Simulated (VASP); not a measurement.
A run of VASP 6.6.1 is set up as follows.

File INCAR:

```
SYSTEM = GaSb
  ALGO = Normal
  EDIFF = 1E-7
  ENCUT = 520
  GGA = PE
  ISIF = 2
  ISMEAR = 0
  LASPH = .TRUE.
  LCHARG = .TRUE.
  LELF = .TRUE.
  LREAL = .FALSE.
  LVHAR = .TRUE.
  LWAVE = .FALSE.
  NBANDS = 46
  NELM = 60
  PREC = Accurate
  SIGMA = 0.1
```

Contents of KPOINTS:

```
k-points
0
G
  2 4 4
  0 0 0
```

File POSCAR:

```
GaSb
1.0
    6.8819492539      0.0000000000      0.0000000000
    0.0000000000      5.7692687571      0.0000000000
    0.0000000000      0.0000000000      4.8680005121
Ga Sb
4 4
Direct
    0.7500000000      0.0000000000      0.5000767108
    0.0000000000      0.5000000000      0.0000000000
    0.2500000000      0.0000000000      0.4999232892
    0.5000000000      0.5000000000      0.0000000000
    0.7500000000      0.5000000000      0.5000066156
    0.0000000000      0.0000000000      0.0000000000
    0.2500000000      0.5000000000      0.4999933844
    0.5000000000      0.0000000000      0.0000000000
```

Potentials or basis: VASP PAW PBE potentials, release 64 (Ga_d, Sb).

Launch:

```console
$ cat potpaw_PBE.64/Ga_d/POTCAR potpaw_PBE.64/Sb/POTCAR > POTCAR
$ mpirun -np 1 vasp_std > vasp.out
```

What does it give for the pressure?

0.1 GPa.

What does it give for the band gap on the k mesh?

Zero (band 36 reaches 8.27 eV, above the bottom of band 37 at 5.59 eV).

Stress tensor (GPa, compression positive):
```
0.02 0.00 0.00
0.00 0.10 0.00
0.00 0.00 0.11
```

Caveat: the k points lie up to 0.46 Å⁻¹ apart; spin-orbit coupling is left out, which moves the levels of the heavy elements.
